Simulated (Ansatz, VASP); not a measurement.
One calculation of Be2C, two programs

INCAR

```
SYSTEM = Be2C
PREC = Accurate
ENCUT = 600
EDIFF = 1E-6
ISMEAR = 0
SIGMA = 0.01
LREAL = .FALSE.
LASPH = .TRUE.
NELM = 120
ALGO = Normal
ISIF = 2
LWAVE = .FALSE.
LCHARG = .FALSE.
GGA = CA
NBANDS = 11
GGA_COMPAT = .FALSE.
```

KPOINTS

```
Automatic mesh
0
G
  10 10 10
  0 0 0
```

The input POSCAR:

```
Be2C
1.0
    0.0000000000      2.1341541414      2.1448249121
    2.1341541414      0.0000000000      2.1448249121
    2.1341541414      2.1341541414      0.0000000000
Be C
2 1
Direct
    0.2500000000      0.2500000000      0.2500000000
    0.7500000000      0.7500000000      0.7500000000
    0.0000000000      0.0000000000      0.0000000000
```

Input for Ansatz:

```yaml
crystal:
  lattice:
    - [0.0, 2.13415414137, 2.14482491207]
    - [2.13415414137, 0.0, 2.14482491207]
    - [2.13415414137, 2.13415414137, 0.0]
  atoms:
    - { symbol: Be, position: [0.25, 0.25, 0.25] }
    - { symbol: Be, position: [0.75, 0.75, 0.75] }
    - { symbol: C, position: [0.0, 0.0, 0.0] }
kpoints:
  mp_grid: { grid: [10, 10, 10] }
scf:
  occupations: { method: fixed }
  convergence: { dr2_threshold: 1.0e-10 }
hamiltonian:
  xc: lda
  pseudopotentials: { kind: all_electron, lapw: { basis_error: 0.0005 } }
output:
  forces: true
  stress: true
  eigenstates:
    kpoints:
      - [0.0, 0.0, 0.0]
      - [0.0, -0.5, -0.5]
      - [-0.5, 0.0, -0.5]
      - [-0.5, -0.5, 0.0]
      - [-0.5, 0.0, 0.0]
      - [0.0, -0.5, 0.0]
      - [0.0, 0.0, -0.5]
      - [-0.5, -0.5, -0.5]
  eigenvalues: true
```

Change from the starting cell: z stretched by +0.5 %, x and y held.

Alike in both runs: task single point; functional LDA; k mesh 10 × 10 × 10; no spin polarisation.

|  | VASP | Ansatz |
| --- | --- | --- |
| version | VASP 6.6.1 | Ansatz 0.2.0 |
| potentials or method | VASP PAW LDA potentials, release 64 (Be, C), cutoff 600 eV | all-electron LAPW, scalar-relativistic |
| occupations | gaussian, width 0.01 eV | fixed |

|  | VASP | Ansatz | Ansatz less VASP |
| --- | --- | --- | --- |
| gap on the k mesh at the Fermi level (eV) | 1.16 | 1.16 | +0.005 |
| pressure (GPa) | -0.6 | -1.2 | -0.60 |
| traceless stress, the component that is largest in VASP (GPa) | -1.94 | -1.94 | -0.001 |

LDA's correlation is that of Perdew and Zunger in VASP and of Perdew and Wang (1992) in Ansatz. Ansatz ran all-electron here, and VASP with PAW potentials.
